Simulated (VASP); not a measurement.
Wanted: the native input for a VASP 6.6.1 run.

```
Task                   : relaxation of cell and atoms
Functional             : PBEsol
Potentials or basis    : VASP PAW PBE potentials, release 64 (Rb_sv, Br)
Cutoff                 : 600 eV
k mesh                 : 8 × 8 × 8
Occupations            : fermi-dirac, width 0.08 eV
Spin                   : no spin polarisation
Dipole correction      : no
Further INCAR settings : ALGO = Normal; EDIFF = 1e-06; IBRION = 2; EDIFFG = -0.002; NSW = 100; ISIF = 3
```

The structure of RbBr lies in POSCAR:

```
RbBr
1.0
    0.0000000000      3.4270000000      3.4270000000
    3.4270000000      0.0000000000      3.4270000000
    3.4270000000      3.4270000000      0.0000000000
Rb Br
1 1
Direct
    0.0000000000      0.0000000000      0.0000000000
    0.5000000000      0.5000000000      0.5000000000
```

These files were run (other wordings do the same):

INCAR

```
SYSTEM = RbBr
ALGO = Normal
EDIFF = 1E-6
EDIFFG = -0.002
ENCUT = 600
GGA = PS
IBRION = 2
ISIF = 3
ISMEAR = -1
LASPH = .True.
LCHARG = .False.
LREAL = .False.
LWAVE = .False.
NELM = 80
NSW = 100
PREC = Accurate
SIGMA = 0.08
```

KPOINTS

```
k-points
0
Gamma
  8 8 8
  0 0 0
```

Potentials or basis: VASP PAW PBE potentials, release 64 (Rb_sv, Br).

Command:

```console
$ cat potpaw_PBE.64/Rb_sv/POTCAR potpaw_PBE.64/Br/POTCAR > POTCAR
$ mpirun -np 1 vasp_std > vasp.out
```

Results of the run:

* Relaxed volume: 40.18 Å³/atom
* Relaxed cell: a = 4.844 Å, b = 4.844 Å, c = 4.844 Å, α = 60.00°, β = 60.00°, γ = 60.00°
* Space group after relaxing (to 0.05 Å): Fm-3m (No. 225)
* Energy gained by relaxing: 0.0 meV/atom
* Ionic steps: 4
* Pressure after relaxing: 0.0 GPa
* Band gap on the k mesh: 4.22 eV, direct

Caveat: the PAW data sets were made with another functional, which shifts forces and pressure a little.

Wall time 76 s on 1 thread of Intel(R) Xeon(R) Platinum 8259CL CPU @ 2.50GHz (Skylake/Cascade Lake), on a shared host, peak memory 0.27 GiB.
